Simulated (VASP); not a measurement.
Input of a VASP 6.6.1 run:

File INCAR:

```
  ALGO = Normal
  EDIFF = 1E-6
  ENCUT = 520
  GGA = PE
  ISIF = 2
  ISMEAR = 0
  LASPH = T
  LCHARG = F
  LREAL = F
  LWAVE = F
  NBANDS = 12
  NELM = 80
  PREC = Accurate
  SIGMA = 0.1
```

File KPOINTS:

```
k-points
0
Gamma
  6 4 4
```

File POSCAR:

```
Al2P
1.0
    2.6222770074      0.0000000000      0.0000000000
    0.0000000000      3.8818860573      0.0000000000
    0.0000000000      0.0000000000      6.0477168251
Al P
2 1
Direct
    0.5000000000      0.0000000000      0.2303183455
    0.5000000000      0.0000000000      0.7696816545
    0.5000000000      0.5000000000      0.5000000000
```

Potentials or basis: VASP PAW PBE potentials, release 64 (Al, P).

Run with:

```console
$ cat potpaw_PBE.64/Al/POTCAR potpaw_PBE.64/P/POTCAR > POTCAR
$ mpirun -np 1 vasp_std > vasp.out
```

Predict the band gap on the k mesh.

zero (an odd number of electrons rules out a gap without spin polarisation).

Estimate the pressure.

0.0 GPa.

Stress tensor (GPa, compression positive):
```
 0.12  0.00  0.00
 0.00  0.14  0.00
 0.00  0.00 -0.28
```

Caveat: the k points lie up to 0.40 Å⁻¹ apart, too coarse for converged energies and pressures of a metal.
